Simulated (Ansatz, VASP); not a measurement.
# Two plane-wave programs on InSe

Contents of INCAR:

```
SYSTEM = InSe
PREC = Accurate ; ENCUT = 520
EDIFF = 1E-7 ; ISMEAR = 0
SIGMA = 0.02 ; LREAL = .False.
LASPH = .True. ; NELM = 60
ALGO = Normal ; ISIF = 2
LWAVE = .False. ; LCHARG = .True.
GGA = CA ; LELF = .True.
LVHAR = .True. ; NBANDS = 27
```

KPOINTS

```
regular mesh
0
Gamma
  8 8 8
  0 0 0
```

File POSCAR:

```
InSe
1.0
    2.0000000000      1.1547005384      8.4400000000
   -2.0000000000      1.1547005384      8.4400000000
    0.0000000000     -2.3094010768      8.4400000000
In Se
2 2
Direct
    0.8886000000      0.8886000000      0.8886000000
    0.0000000000      0.0000000000      0.0000000000
    0.1722949447      0.1722949447      0.1722949447
    0.3835000000      0.3835000000      0.3835000000
```

Input for Ansatz:

```yaml
crystal:
  lattice:
    - [2.0, 1.1547005384, 8.44]
    - [-2.0, 1.1547005384, 8.44]
    - [0.0, -2.3094010768, 8.44]
  atoms:
    - { symbol: In, position: [0.8886, 0.8886, 0.8886] }
    - { symbol: In, position: [0.0, 0.0, 0.0] }
    - { symbol: Se, position: [0.1722949447, 0.1722949447, 0.1722949447] }
    - { symbol: Se, position: [0.3835, 0.3835, 0.3835] }
hamiltonian:
  xc: lda
kpoints:
  mp_grid: { grid: [8, 8, 8] }
scf:
  occupations: { method: gaussian, width: 0.02 }
  convergence: { dr2_threshold: 1.0e-11 }
basis:
  ecutwfc: 600
output:
  forces: true
```

Alike in both runs: task single point; functional LDA; k mesh 8 × 8 × 8; occupations gaussian, width 0.02 eV; no spin polarisation.

```csv
,VASP,Ansatz
version,VASP 6.6.1,Ansatz 0.2.0
potentials or method,"VASP PAW LDA potentials, release 64 (In_d, Se), cutoff 520 eV","scalar-relativistic, plane waves, PAW"
valence electrons in the cell,38,58
```

```csv
,VASP,Ansatz,Ansatz less VASP
rms of the force components (eV/Å),0.115,0.110,-0.0052
```

LDA's correlation is that of Perdew and Zunger in VASP and of Perdew and Wang (1992) in Ansatz. Atom by atom the forces differ by 0.013 eV/Å (rms over components). VASP's potentials hold 38 valence electrons a cell and Ansatz's 58, so a difference there can come from the potentials and not from the codes.
